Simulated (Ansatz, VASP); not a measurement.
Two plane-wave programs on Au

```xyz
2
Lattice="-1.6211 1.6211 1.6211 1.6211 -1.6211 1.6211 3.2421 3.2421 0.0000" Properties=species:S:1:pos:R:3 pbc="T T T"
Au   -0.0354    0.0354    0.0000
Au    1.6564    1.5857    1.6211
```

Change from the starting cell: mode 4 (9.3 1/cm) frozen in, largest displacement +0.050 Å.

Alike in both runs: task single point; functional PBEsol; k mesh 22 × 22 × 14; occupations gaussian, width 0.15 eV; no spin polarisation.

|  | VASP | Ansatz |
| --- | --- | --- |
| version | VASP 6.6.1 | Ansatz 0.2.0 |
| potentials or method | VASP PAW PBE potentials, release 64 (Au), cutoff 520 eV | scalar-relativistic, plane waves, PAW |
| valence electrons in the cell | 22 | 38 |

```tsv
	VASP	Ansatz	Ansatz less VASP
gap on the k mesh at the Fermi level (eV)	none	none	-
pressure (GPa)	-0.1	0.2	+0.29
traceless stress, the component that is largest in VASP (GPa)	0.19	0.18	-0.009
```

VASP's potentials were made for PBE, not for PBEsol. A gap of «none» marks a metal or a gap that the smearing closes. With one functional, cell and mesh, what is left measures potentials, basis and numerics. VASP's potentials hold 22 valence electrons a cell and Ansatz's 38, so a difference there can come from the potentials and not from the codes.

Neither program's run includes spin-orbit coupling.
